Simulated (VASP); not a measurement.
# SiP7 (Pm-3m) in VASP: single point with PBE

Aim: the single point of SiP7 with PBE.

Everything below comes from runs of VASP 6.6.1. Logs are shortened: lines on timing, memory, paths and dates and some standing lists are left out, and cuts for length are marked.

**1. The cell of the first run**

The structure is cubic, space group Pm-3m (No. 221). The conventional cell has a = 4.949 Å, b = 4.949 Å, c = 4.949 Å, α = 90.00°, β = 90.00°, γ = 90.00°. Si (site symmetry m-3m) has 6 P at 2.47 Å within 3.3 Å. P (site symmetry 4/mmm) has 2 Si at 2.47 Å and 4 P at 2.47 Å within 3.3 Å. P (site symmetry 4/mmm) has 6 P at 2.47 Å within 3.3 Å. P (site symmetry m-3m) has 6 P at 2.47 Å within 3.3 Å.

**2. Single point, PBE**

File INCAR:

```
ALGO     = Normal         # electronic algorithm
EDIFF    = 1E-6           # SCF threshold, eV
ENCUT    = 500            # plane-wave cutoff, eV
GGA      = PE             # functional
GGA_COMPAT= False        
ISIF     = 2              # what is computed and relaxed
ISMEAR   = 0              # smearing method
LASPH    = True           # aspherical terms in the spheres
LCHARG   = False          # write CHGCAR
LREAL    = False          # projectors in reciprocal space
LWAVE    = False          # write WAVECAR
NBANDS   = 30             # bands
NELM     = 120            # most SCF steps
PREC     = Accurate       # precision mode
SIGMA    = 0.2            # smearing width, eV
```

File KPOINTS:

```
k-points
0
Gamma
  3 3 3
```

File POSCAR:

```
SiP7
1.0
    4.9488217745      0.0000000000      0.0000000000
    0.0000000000      4.9488217745      0.0000000000
    0.0000000000      0.0000000000      4.9488217745
Si P
1 7
Direct
    0.0000000000      0.0000000000      0.0000000000
    0.5000000000      0.0000000000      0.0000000000
    0.0000000000      0.5000000000      0.0000000000
    0.0000000000      0.0000000000      0.5000000000
    0.0000000000      0.5000000000      0.5000000000
    0.5000000000      0.0000000000      0.5000000000
    0.5000000000      0.5000000000      0.0000000000
    0.5000000000      0.5000000000      0.5000000000
```

Potentials or basis: VASP PAW PBE potentials, release 64 (Si, P).

Started as:

```sh
> cat potpaw_PBE.64/Si/POTCAR potpaw_PBE.64/P/POTCAR > POTCAR
> mpirun -np 1 vasp_std > vasp.out
```

OUTCAR:

```text
EDIFF = 1E-6
   ENCUT = 500
   GGA = PE
   ISIF = 2
   ISMEAR = 0
   LASPH = True
   LREAL = False
   NELM = 120
   PREC = Accurate

 ion  position               nearest neighbor table
   1  0.000  0.000  0.000-   2 2.47   3 2.47   4 2.47   4 2.47   3 2.47   2 2.47
   2  0.500  0.000  0.000-   1 2.47   6 2.47   7 2.47   6 2.47   7 2.47   1 2.47
   3  0.000  0.500  0.000-   1 2.47   5 2.47   7 2.47   5 2.47   1 2.47   7 2.47
   4  0.000  0.000  0.500-   1 2.47   5 2.47   6 2.47   1 2.47   5 2.47   6 2.47
   5  0.000  0.500  0.500-   3 2.47   4 2.47   8 2.47   3 2.47   4 2.47   8 2.47
   6  0.500  0.000  0.500-   2 2.47   4 2.47   8 2.47   2 2.47   8 2.47   4 2.47
   7  0.500  0.500  0.000-   2 2.47   3 2.47   8 2.47   8 2.47   2 2.47   3 2.47
   8  0.500  0.500  0.500-   5 2.47   6 2.47   7 2.47   7 2.47   6 2.47   5 2.47

  LATTYP: Found a simple cubic cell.
 ALAT       =     4.9488217745

  Lattice vectors:

 A1 = (   4.9488217745,   0.0000000000,   0.0000000000)
 A2 = (   0.0000000000,   4.9488217745,   0.0000000000)
 A3 = (   0.0000000000,   0.0000000000,   4.9488217745)

Analysis of symmetry for initial positions (statically):
=====================================================================
 Subroutine PRICEL returns:
 Original cell was already a primitive cell.

 Routine SETGRP: Setting up the symmetry group for a
 simple cubic supercell.

 Subroutine GETGRP returns: Found 48 space group operations
 (whereof 48 operations were pure point group operations)
 out of a pool of 48 trial point group operations.

The static configuration has the point symmetry O_h .

Analysis of symmetry for dynamics (positions and initial velocities):
=====================================================================
 Subroutine PRICEL returns:
 Original cell was already a primitive cell.

 Routine SETGRP: Setting up the symmetry group for a
 simple cubic supercell.

 Subroutine GETGRP returns: Found 48 space group operations
 (whereof 48 operations were pure point group operations)
 out of a pool of 48 trial point group operations.

The dynamic configuration has the point symmetry O_h .

 Subroutine INISYM returns: Found 48 space group operations
 (whereof 48 operations are pure point group operations),
 and found     1 'primitive' translations

[... 86 lines left out ...]
   LREAL  =      F    real-space projection
   EDIFFG = 0.1E-04   stopping-criterion for IOM
   NSW    =      0    number of steps for IOM
   IBRION =     -1    ionic relax: 0-MD 1-quasi-New 2-CG
   NFREE  =      0    steps in history (QN), initial steepest desc. (CG)
   ISIF   =      2    stress and relaxation
   ISYM   =      2    0-nonsym 1-usesym 2-fastsym
   POTIM  = 0.5000    time-step for ionic-motion
   TEBEG  =    0.0;   TEEND  =   0.0 temperature during run
   PSTRESS=    0.0 pullay stress
   NELECT =      39.0000    total number of electrons
   NUPDOWN=      -1.0000    fix difference up-down
   EMIN   =  10.00;   EMAX   =-10.00  energy-range for DOS
   EFERMI =   0.00;   METHOD = LEGACY
   ISMEAR =     0;   SIGMA  =   0.20  broadening in eV -4-tet -1-fermi 0-gaus
   EFERMI_NEDOS =   21; number of points for ismear=-14 and -15
   IALGO  =     38    algorithm
   IMIX   =      4    mixing-type and parameters
     AMIX     =   0.40;   BMIX     =  1.00
     AMIX_MAG =   1.60;   BMIX_MAG =  1.00
  volume/ion in A,a.u.               =      15.15       102.24
  Fermi-wavevector in a.u.,A,eV,Ry     =   1.121832  2.119955 17.123033  1.258507
  Thomas-Fermi vector in A             =   2.258488
   LORBIT       =      0    0 simple, 1 ext, 2 COOP (PROOUT), +10 PAW based schemes
   GGA     = PE    functional components
   LHFCALC =     F    Hartree Fock is set to
   AEXX    =    0.0000 exact exchange contribution
   IVDW    =     0    specifies the selected vdW correction
   LEPSILON=     F    determine dielectric tensor
   LRPA    =     F    only Hartree local field effects (RPA)
 non-spin polarized calculation
 Gauss-broadening in eV      SIGMA  =   0.20
  energy-cutoff  :      500.00
  volume of cell :      121.20
 maximum number of plane-waves:      3085
   NGX = 19   NGY = 19   NGZ = 19

 number of electron      39.0000007 magnetization

 Free energy of the ion-electron system (eV)
  ---------------------------------------------------
  ext. energy  EPLUGINS =         0.00000000
  ---------------------------------------------------
  free energy    TOTEN  =       -42.59369272 eV

  energy without entropy =      -42.52439836  energy(sigma->0) =      -42.55904554

 E-fermi :   9.1890     XC(G=0): -11.0641

 val. band max:        9.1308329013   @ k =   0.3333   0.3333   0.0000
 cond. band min:       9.5395296097   @ k =   0.3333   0.3333   0.3333
 fundamental gap:      0.4086967084
 Fermi energy:         9.1889771370

 k-point     1 :       0.0000    0.0000    0.0000
  band No.  band energies     occupation
      1      -6.8015      2.00000
      2      -2.8778      2.00000
      3      -2.8778      2.00000
      4      -2.0132      2.00000
      5       0.9059      2.00000
      6       0.9059      2.00000
[... 121 lines left out ...]
     29      12.9484      0.00000
     30      13.6437      0.00000

------------------------ aborting loop because EDIFF is reached ----------------------------------------

  FORCE on cell =-STRESS in cart. coord.  units (eV):
  Direction    XX          YY          ZZ          XY          YZ          ZX
  --------------------------------------------------------------------------------------
  -------------------------------------------------------------------------------------
  Total       -0.3672860     -0.3672860     -0.3672860     -0.0000000     -0.0000000      0.0000000
  in kB       -4.8552266     -4.8552266     -4.8552266     -0.0000000     -0.0000000      0.0000000
  external PRESSURE =      -4.8552266 kB  Pullay stress =       0.0000000 kB

 VOLUME and BASIS-vectors are now :
 -----------------------------------------------------------------------------
  energy-cutoff  :      500.00
  volume of cell :      121.20
      direct lattice vectors                 reciprocal lattice vectors
     4.948821774  0.000000000  0.000000000     0.202068299  0.000000000  0.000000000
     0.000000000  4.948821774  0.000000000     0.000000000  0.202068299  0.000000000
     0.000000000  0.000000000  4.948821774     0.000000000  0.000000000  0.202068299

 POSITION                                       TOTAL-FORCE (eV/Angst)
 -----------------------------------------------------------------------------------
      0.00000      0.00000      0.00000         0.000000      0.000000      0.000000
      2.47441      0.00000      0.00000         0.000000      0.000000      0.000000
      0.00000      2.47441      0.00000         0.000000      0.000000      0.000000
      0.00000      0.00000      2.47441         0.000000      0.000000      0.000000
      0.00000      2.47441      2.47441         0.000000      0.000000      0.000000
      2.47441      0.00000      2.47441         0.000000      0.000000      0.000000
      2.47441      2.47441      0.00000         0.000000      0.000000      0.000000
      2.47441      2.47441      2.47441         0.000000      0.000000      0.000000
 -----------------------------------------------------------------------------------
    total drift:                               -0.000000     -0.000000      0.000000

  FREE ENERGIE OF THE ION-ELECTRON SYSTEM (eV)
  ---------------------------------------------------
  free  energy   TOTEN  =       -42.5936927246 eV

  energy  without entropy=      -42.5243983621  energy(sigma->0) =      -42.55904554
```

OSZICAR:

```text
N       E                     dE             d eps       ncg     rms          rms(c)
DAV:   1     0.111426827491E+03    0.11143E+03   -0.15862E+04   240   0.107E+03
DAV:   2    -0.330443490858E+02   -0.14447E+03   -0.13889E+03   296   0.177E+02
DAV:   3    -0.424709577525E+02   -0.94266E+01   -0.90439E+01   304   0.399E+01
DAV:   4    -0.426356782770E+02   -0.16472E+00   -0.16449E+00   320   0.589E+00
DAV:   5    -0.426370034718E+02   -0.13252E-02   -0.13250E-02   308   0.582E-01    0.119E+01
DAV:   6    -0.425851188325E+02    0.51885E-01   -0.16338E-01   304   0.183E+00    0.717E+00
DAV:   7    -0.425935385548E+02   -0.84197E-02   -0.93830E-02   304   0.143E+00    0.584E-01
DAV:   8    -0.425931831409E+02    0.35541E-03   -0.16044E-02   306   0.586E-01    0.256E-01
DAV:   9    -0.425934968192E+02   -0.31368E-03   -0.13745E-03   282   0.169E-01    0.151E-01
DAV:  10    -0.425936573267E+02   -0.16051E-03   -0.20429E-04   296   0.710E-02    0.401E-02
DAV:  11    -0.425936916725E+02   -0.34346E-04   -0.90874E-05   312   0.500E-02    0.722E-03
DAV:  12    -0.425936927812E+02   -0.11087E-05   -0.79784E-06   276   0.136E-02    0.552E-03
DAV:  13    -0.425936927246E+02    0.56641E-07   -0.73123E-07   180   0.443E-03
   1 F= -.42593693E+02 E0= -.42559046E+02  d E =-.692944E-01
```

stdout:

```text
POSCAR found type information on POSCAR SiP
 POSCAR found :  2 types and       8 ions
 scaLAPACK will be used
 LDA part: xc-table for (Slater+PW92), standard interpolation
 POSCAR, INCAR and KPOINTS ok, starting setup
 FFT: planning ... GRIDC
 FFT: planning ... GRID_SOFT
 FFT: planning ... GRID
 WAVECAR not read
 entering main loop
```

It took 17 s on 1 thread of Intel Xeon Platinum 8488C (Sapphire Rapids), shared host; peak memory 0.19 GiB.

What came out:

| Quantity | Value |
| --- | --- |
| Free energy | -42.5937 eV |
| Pressure | -0.5 GPa |

Caveat: the k points lie up to 0.42 Å⁻¹ apart.
